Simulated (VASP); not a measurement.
**HfO2: relaxation of cell and atoms with PBEsol**

Crystal: HfO2.

```
CELL_PARAMETERS angstrom
3.61685 0.00000 0.00000
1.80843 3.13228 0.00000
1.80843 1.04409 2.95315
ATOMIC_POSITIONS crystal
Hf 0.00000 0.00000 0.00000
O 0.25000 0.25000 0.25000
O 0.75000 0.75000 0.75000
```

- Program: VASP 6.6.1
- Task: relaxation of cell and atoms
- Functional: PBEsol
- Potentials or basis: VASP PAW PBE potentials, release 64 (Hf_pv, O)
- Cutoff: 600 eV
- k mesh: 4 × 4 × 4
- Occupations: gaussian, width 0.01 eV
- Spin: no spin polarisation
- Dipole correction: no
- Further INCAR settings: ALGO = Normal; EDIFF = 1e-07; IBRION = 2; EDIFFG = -0.1; NSW = 80; ISIF = 3

```
Relaxed volume                         : 10.55 Å³/atom
Relaxed cell                           : a = 3.550 Å, b = 3.550 Å, c = 3.550 Å, α = 60.00°, β = 60.00°, γ = 60.00°
Space group after relaxing (to 0.05 Å) : Fm-3m (No. 225)
Energy gained by relaxing              : 28.0 meV/atom
Ionic steps                            : 3
Pressure after relaxing                : -0.3 GPa
Band gap on the k mesh                 : 3.75 eV, direct
```

Step by step:
| step | energy change (eV) | largest force (eV/Å) | pressure (GPa) | volume (Å³) |
| --- | --- | --- | --- | --- |
| 1 | 0.0000 | 0.0000 | -13.75 | 33.46 |
| 2 | 0.1213 | 0.0000 | 27.67 | 29.03 |
| 3 | -0.0840 | 0.0000 | -0.35 | 31.64 |

Final structure:
```
Hf O
1.0
     3.55007    0.00000    0.00000
     1.77504    3.07445    0.00000
     1.77504    1.02482    2.89862
Hf O
1 2
Direct
  0.00000 0.00000 0.00000
  0.25000 0.25000 0.25000
  0.75000 0.75000 0.75000
```

Levels at points of the mesh, in eV from the valence-band top:
```tsv
k point	band 7	band 8	band 9	band 10	band 11	band 12	band 13	band 14	band 15
(0.00, 0.00, 0.00)	-5.59	-5.59	-0.63	-0.63	-0.63	3.85	3.85	5.88	10.79
(0.50, 0.00, 0.00)	-4.52	-3.13	-2.84	-1.89	-1.89	4.63	4.63	7.23	8.94
(0.50, 0.50, 0.00)	-3.57	-3.57	-1.60	-1.60	0.00	3.75	5.59	6.87	8.40
```

Wall time 36 s on 1 thread of Intel(R) Xeon(R) Platinum 8259CL CPU @ 2.50GHz (Skylake/Cascade Lake), with other jobs on the host, peak memory 0.17 GiB.

Caveat: the k points lie up to 0.54 Å⁻¹ apart in the final cell; the PAW data sets were made with another functional, which shifts forces and pressure a little; spin-orbit coupling is left out, which moves the levels of the heavy elements. A k mesh can miss the band edges.
